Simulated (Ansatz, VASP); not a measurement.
## Two plane-wave programs on Cr

File INCAR:

```
PREC = Accurate
ENCUT = 600
EDIFF = 1E-6
ISMEAR = 0
SIGMA = 0.1
LREAL = False
LASPH = True
NELM = 60
ALGO = Fast
ISIF = 3
LWAVE = False
LCHARG = False
GGA = PE
IBRION = 2
NSW = 100
EDIFFG = -0.01
```

File KPOINTS:

```
Automatic mesh
0
Gamma
  26 26 26
```

Contents of POSCAR:

```
Cr
1.0
   -1.4250279643      1.4250279643      1.4250279643
    1.4250279643     -1.4250279643      1.4250279643
    1.4250279643      1.4250279643     -1.4250279643
Cr
1
Direct
    0.0000000000      0.0000000000      0.0000000000
```

Input for Ansatz:

```yaml
crystal:
  lattice:
    - [-1.4250279643, 1.4250279643, 1.4250279643]
    - [1.4250279643, -1.4250279643, 1.4250279643]
    - [1.4250279643, 1.4250279643, -1.4250279643]
  atoms:
    - { symbol: Cr, position: [0.0, 0.0, 0.0] }
basis:
  ecutwfc: 420
kpoints:
  mp_grid: { grid: [26, 26, 26] }
hamiltonian:
  xc: pbe
scf:
  occupations: { method: gaussian, width: 0.1 }
output:
  forces: true
  stress: true
  eigenvalues: true
relax:
  adjacent_minimum: "off"
  f_tol: 0.01
  max_steps: 80
  cell: { stress_tol: 0.05 }
```

Alike in both runs: task relaxation of cell and atoms; functional PBE; k mesh 26 × 26 × 26; occupations gaussian, width 0.1 eV; no spin polarisation.

|  | VASP | Ansatz |
| --- | --- | --- |
| version | VASP 6.6.1 | Ansatz 0.2.0 |
| potentials or method | VASP PAW PBE potentials, release 64 (Cr_pv), cutoff 600 eV | scalar-relativistic, plane waves, PAW |
| valence electrons in the cell | 12 | 14 |

Ansatz gave:

| Item | Value |
| --- | --- |
| gap on the k mesh at the Fermi level, each at its own relaxed structure (eV) | none |
| relaxed volume (Å³/atom) | 11.55 |
| relaxed length of the cell vector where the two differ most in proportion (Å) | 2.467 |

What did VASP give for the same quantities?

gap on the k mesh at the Fermi level, each at its own relaxed structure (eV): none; relaxed volume (Å³/atom): 11.53; relaxed length of the cell vector where the two differ most in proportion (Å): 2.465.

A gap of «none» marks a metal or a gap that the smearing closes. VASP's potentials hold 12 valence electrons a cell and Ansatz's 14, so a difference there can come from the potentials and not from the codes.
